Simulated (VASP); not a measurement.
Here is a VASP 6.6.1 calculation.

File INCAR:

```
SYSTEM = NaF
ALGO = Normal
EDIFF = 1E-6
ENCUT = 520
GGA = PE
ISIF = 2
ISMEAR = -1
LASPH = .TRUE.
LCHARG = .FALSE.
LREAL = .FALSE.
LWAVE = .FALSE.
NBANDS = 14
NELM = 80
PREC = Accurate
SIGMA = 0.02
```

KPOINTS

```
k-points
0
G
  10 10 10
  0 0 0
```

Contents of POSCAR:

```
NaF
1.0
    0.0000000000      2.2971680881      2.2971680881
    2.2666157525      0.0000000000      2.2971680881
    2.2666157525      2.2971680881      0.0000000000
Na F
1 1
Direct
    0.0000000000      0.0000000000      0.0000000000
    0.5000000000      0.5000000000      0.5000000000
```

Potentials or basis: VASP PAW PBE potentials, release 64 (Na_pv, F).

Run with:

```console
$ cat potpaw_PBE.64/Na_pv/POTCAR potpaw_PBE.64/F/POTCAR > POTCAR
$ mpirun -np 1 vasp_std > vasp.out
```

**Question.** Predict the band gap on the k mesh.

**Answer.** 6.52 eV, direct.

**Question.** Predict the pressure.

**Answer.** 4.4 GPa.

Stress tensor (GPa, compression positive):
```
5.38 0.00 0.00
0.00 3.88 0.00
0.00 0.00 3.88
```

Caveat: the cell differs from its parent crystal (uniaxial x strain -1.3%). A k mesh can miss the band edges.
